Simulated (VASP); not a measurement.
Input of a VASP 6.6.1 run:

File INCAR:

```
SYSTEM = Si
ALGO = Normal
EDIFF = 1E-7
EDIFFG = -0.002
ENCUT = 520
GGA = PE
IBRION = 2
ISIF = 2
ISMEAR = 0
LASPH = .True.
LCHARG = .False.
LREAL = .False.
LWAVE = .False.
NELM = 80
NSW = 60
PREC = Accurate
SIGMA = 0.02
```

The input KPOINTS:

```
k-points
0
Gamma
  9 9 6
  0 0 0
```

Contents of POSCAR:

```
Si
1.0
    3.8705962637      0.0000000000      0.0000000000
   -1.9352981318      3.3520346921      0.0000000000
    0.0000000000      0.0000000000      6.3575796213
Si
4
Direct
    0.3333333333      0.6666666667     -0.0005788517
    0.6666666667      0.3333333333      0.4994211483
    0.3333333333      0.6666666667      0.3745788517
    0.6666666667      0.3333333333      0.8745788517
```

Potentials or basis: VASP PAW PBE potentials, release 64 (Si).

Command:

```console
$ cat potpaw_PBE.64/Si/POTCAR > POTCAR
$ mpirun -np 1 vasp_std > vasp.out
```

(1) What does it give for the energy gained by relaxing?

(2) What does it give for the band gap on the k mesh?

## Answers

(1) 0.0 meV/atom.

(2) 0.49 eV, indirect (least direct gap 0.91 eV).

Caveat: the cell differs from its parent crystal (strained cell).
